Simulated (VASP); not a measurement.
# Cr (Cmcm) in VASP: settings compared, part 3 of 3

VASP 6.6.1. Earlier steps stand in the parts before.

## 6. Single point, PBE, collinear spin, ferromagnetic start

Contents of INCAR:

```
PREC = Accurate
ENCUT = 520
EDIFF = 1E-6
ISMEAR = -1
SIGMA = 0.05
LREAL = F
LASPH = T
NELM = 150
ALGO = Normal
ISIF = 2
LWAVE = F
LCHARG = F
ISPIN = 2
MAGMOM = 3.75 3.75
LORBIT = 11
NUPDOWN = 7.5
LMAXMIX = 4
GGA = PE
NBANDS = 23
```

Contents of KPOINTS:

```
Automatic mesh
0
Gamma
  11 11 6
```

Contents of POSCAR:

```
Cr
1.0
    1.1470505050     -2.4670251200      0.0000000000
    1.1470505050      2.4670251200      0.0000000000
    0.0000000000      0.0000000000      4.0643107400
Cr
2
Direct
    0.8705325800      0.1294674200      0.7500000000
    0.1294674200      0.8705325800      0.2500000000
```

Potentials or basis: VASP PAW PBE potentials, release 64 (Cr_pv).

Launch:

```sh
cat potpaw_PBE.64/Cr_pv/POTCAR > POTCAR
mpirun -np 1 vasp_std > vasp.out
```

OUTCAR:

```text
PREC = Accurate
   ENCUT = 520
   EDIFF = 1E-6
   ISMEAR = -1
   LREAL = F
   LASPH = T
   NELM = 150
   ISIF = 2
   ISPIN = 2
   LORBIT = 11
   NUPDOWN = 7.5
   GGA = PE

 ion  position               nearest neighbor table
   1  0.871  0.129  0.750-   2 2.40   2 2.40   2 2.62   2 2.62   2 2.62   2 2.62
   2  0.129  0.871  0.250-   1 2.40   1 2.40   1 2.62   1 2.62   1 2.62   1 2.62

  LATTYP: Found a base centered orthorhombic cell.
 ALAT       =     2.2941010100
 B/A-ratio  =     2.1507554456
 C/A-ratio  =     1.7716354782

  Lattice vectors:

 A1 = (   1.1470505050,  -2.4670251200,   0.0000000000)
 A2 = (   1.1470505050,   2.4670251200,   0.0000000000)
 A3 = (   0.0000000000,   0.0000000000,   4.0643107400)

Analysis of symmetry for initial positions (statically):
=====================================================================
 Subroutine PRICEL returns:
 Original cell was already a primitive cell.

 Routine SETGRP: Setting up the symmetry group for a
 base centered orthorhombic supercell.

 Subroutine GETGRP returns: Found  8 space group operations
 (whereof  4 operations were pure point group operations)
 out of a pool of  8 trial point group operations.

The static configuration has the point symmetry C_2h.
 The point group associated with its full space group is D_2h.

Analysis of symmetry for dynamics (positions and initial velocities):
=====================================================================
 Subroutine PRICEL returns:
 Original cell was already a primitive cell.

 Routine SETGRP: Setting up the symmetry group for a
 base centered orthorhombic supercell.

 Subroutine GETGRP returns: Found  8 space group operations
 (whereof  4 operations were pure point group operations)
 out of a pool of  8 trial point group operations.

The dynamic configuration has the point symmetry C_2h.
 The point group associated with its full space group is D_2h.

Analysis of structural, dynamic, and magnetic symmetry:
=====================================================================
 Subroutine PRICEL returns:
 Original cell was already a primitive cell.

 Routine SETGRP: Setting up the symmetry group for a
 base centered orthorhombic supercell.

 Subroutine GETGRP returns: Found  8 space group operations
 (whereof  4 operations were pure point group operations)
 out of a pool of  8 trial point group operations.

The overall configuration has the point symmetry C_2h.
 The point group associated with its full space group is D_2h.

 Subroutine INISYM returns: Found  8 space group operations
 (whereof  4 operations are pure point group operations),
 and found     1 'primitive' translations

----------------------------------------------------------------------------------------

                                     Primitive cell

  volume of cell :      23.0024

  direct lattice vectors                    reciprocal lattice vectors
     1.147050505 -2.467025120  0.000000000     0.435900597 -0.202673250  0.000000000
     1.147050505  2.467025120  0.000000000     0.435900597  0.202673250  0.000000000
     0.000000000  0.000000000  4.064310740     0.000000000  0.000000000  0.246044179

  length of vectors
     2.720650254  2.720650254  4.064310740     0.480713820  0.480713820  0.246044179

  position of ions in fractional coordinates (direct lattice)
     0.870532580  0.129467420  0.750000000
     0.129467420  0.870532580  0.250000000

  ion indices of the primitive-cell ions
[... 69 lines left out ...]
   ISPIN  =      2    spin polarized calculation?
   LNONCOLLINEAR =      F non collinear calculations
   LSORBIT =      F    spin-orbit coupling
   LASPH  =      T    aspherical Exc in radial PAW
   ENCUT  =  520.0 eV  38.22 Ry    6.18 a.u.   5.06  5.06  7.56*2*pi/ulx,y,z
   NELM   =    150;   NELMIN=  2; NELMDL= -5     # of ELM steps
   EDIFF  = 0.1E-05   stopping-criterion for ELM
   LREAL  =      F    real-space projection
   EDIFFG = 0.1E-04   stopping-criterion for IOM
   NSW    =      0    number of steps for IOM
   IBRION =     -1    ionic relax: 0-MD 1-quasi-New 2-CG
   NFREE  =      0    steps in history (QN), initial steepest desc. (CG)
   ISIF   =      2    stress and relaxation
   ISYM   =      2    0-nonsym 1-usesym 2-fastsym
   POTIM  = 0.5000    time-step for ionic-motion
   TEBEG  =    0.0;   TEEND  =   0.0 temperature during run
   PSTRESS=    0.0 pullay stress
   NELECT =      24.0000    total number of electrons
   NUPDOWN=       7.5000    fix difference up-down
   EMIN   =  10.00;   EMAX   =-10.00  energy-range for DOS
   EFERMI =   0.00;   METHOD = LEGACY
   ISMEAR =    -1;   SIGMA  =   0.05  broadening in eV -4-tet -1-fermi 0-gaus
   EFERMI_NEDOS =   21; number of points for ismear=-14 and -15
   IALGO  =     38    algorithm
   IMIX   =      4    mixing-type and parameters
     AMIX     =   0.40;   BMIX     =  1.00
     AMIX_MAG =   1.60;   BMIX_MAG =  1.00
  volume/ion in A,a.u.               =      11.50        77.61
  Fermi-wavevector in a.u.,A,eV,Ry     =   1.660431  3.137760 37.511698  2.757032
  Thomas-Fermi vector in A             =   2.747669
   LORBIT       =     11    0 simple, 1 ext, 2 COOP (PROOUT), +10 PAW based schemes
   GGA     = PE    functional components
   LHFCALC =     F    Hartree Fock is set to
   AEXX    =    0.0000 exact exchange contribution
   IVDW    =     0    specifies the selected vdW correction
   LEPSILON=     F    determine dielectric tensor
   LRPA    =     F    only Hartree local field effects (RPA)
 spin polarized calculation
  energy-cutoff  :      520.00
  volume of cell :       23.00
 maximum number of plane-waves:       646
   NGX = 11   NGY = 11   NGZ = 15

 number of electron      23.9999987 magnetization       7.4999995

 Free energy of the ion-electron system (eV)
  ---------------------------------------------------
  ext. energy  EPLUGINS =         0.00000000
  ---------------------------------------------------
  free energy    TOTEN  =       -13.41530318 eV

  energy without entropy =      -13.39109113  energy(sigma->0) =      -13.40319715

 E-fermi :  10.3231     XC(G=0): -13.4190

 val. band max:       13.0309524313   @ k =  -0.2727   0.2727   0.5000
 cond. band min:      10.3293001143   @ k =   0.2727   0.2727   0.1667
 fundamental gap:     -2.7016523170
 Fermi energy:        13.0319410929

 spin component 1

 k-point     1 :       0.0000    0.0000    0.0000
  band No.  band energies     occupation
      1     -32.5884      1.00000
      2     -31.8650      1.00000
      3     -31.6011      1.00000
      4     -31.5738      1.00000
      5     -31.4583      1.00000
      6     -31.4459      1.00000
[... 613 lines left out ...]
     22      23.0348      0.00000
     23      29.0883      0.00000

 [... further k-points ...]

 spin component 2

 k-point     1 :       0.0000    0.0000    0.0000
  band No.  band energies     occupation
      1     -29.3282      1.00000
      2     -28.5374      1.00000
      3     -28.2645      1.00000
      4     -28.2643      1.00000
      5     -28.1973      1.00000
      6     -28.1847      1.00000
[... 613 lines left out ...]
     22      25.2882      0.00000
     23      30.8704      0.00000

 [... further k-points ...]

------------------------ aborting loop because EDIFF is reached ----------------------------------------

  FORCE on cell =-STRESS in cart. coord.  units (eV):
  Direction    XX          YY          ZZ          XY          YZ          ZX
  --------------------------------------------------------------------------------------
  -------------------------------------------------------------------------------------
  Total       17.7600926      9.7842505     12.5413449      0.0000000     -0.0000000      0.0000000
  in kB     1237.0373032    681.4988559    873.5377600      0.0000000     -0.0000000      0.0000000
  external PRESSURE =     930.6913064 kB  Pullay stress =       0.0000000 kB

 VOLUME and BASIS-vectors are now :
 -----------------------------------------------------------------------------
  energy-cutoff  :      520.00
  volume of cell :       23.00
      direct lattice vectors                 reciprocal lattice vectors
     1.147050505 -2.467025120  0.000000000     0.435900597 -0.202673250  0.000000000
     1.147050505  2.467025120  0.000000000     0.435900597  0.202673250  0.000000000
     0.000000000  0.000000000  4.064310740     0.000000000  0.000000000  0.246044179

 POSITION                                       TOTAL-FORCE (eV/Angst)
 -----------------------------------------------------------------------------------
      1.14705     -1.82823      3.04823         0.000000      0.686195     -0.000000
      1.14705      1.82823      1.01608         0.000000     -0.686195      0.000000
 -----------------------------------------------------------------------------------
    total drift:                                0.000000     -0.000000      0.000000

  FREE ENERGIE OF THE ION-ELECTRON SYSTEM (eV)
  ---------------------------------------------------
  free  energy   TOTEN  =       -13.4153031780 eV

  energy  without entropy=      -13.3910911309  energy(sigma->0) =      -13.40319715

 total charge

# of ion       s       p       d       tot
------------------------------------------
    1        0.439   6.358   4.372  11.168
    2        0.439   6.358   4.372  11.168
--------------------------------------------------
tot          0.877  12.715   8.744  22.336

 magnetization (x)

# of ion       s       p       d       tot
------------------------------------------
    1        0.031   0.183   3.294   3.508
    2        0.031   0.183   3.294   3.508
--------------------------------------------------
tot          0.061   0.367   6.588   7.015
```

stdout:

```text
POSCAR found type information on POSCAR Cr
 POSCAR found :  1 types and       2 ions
 scaLAPACK will be used
 LDA part: xc-table for (Slater+PW92), standard interpolation
 POSCAR, INCAR and KPOINTS ok, starting setup
 FFT: planning ... GRIDC
 FFT: planning ... GRID_SOFT
 FFT: planning ... GRID
 WAVECAR not read
 entering main loop
```

It took 4 min on 1 thread of Intel Xeon 8259CL, shared host; peak memory 0.22 GiB.

What came out:

| Item | Value |
| --- | --- |
| Free energy | -13.4153 eV |
| Pressure | 93.1 GPa |
| Largest force | 0.686 eV/Å |
| Net moment | 7.50 μB per cell |
| Site moments | Cr +3.51 μB |
| Valence electrons inside the program's atomic spheres | Cr 11.17 |

Forces in eV/Å, atoms in the order of the input:
```
Cr   0.000  0.686  0.000
Cr   0.000 -0.686  0.000
```

Caveat: the cell stands under pressure; the total moment is fixed, so each spin has its own Fermi level.
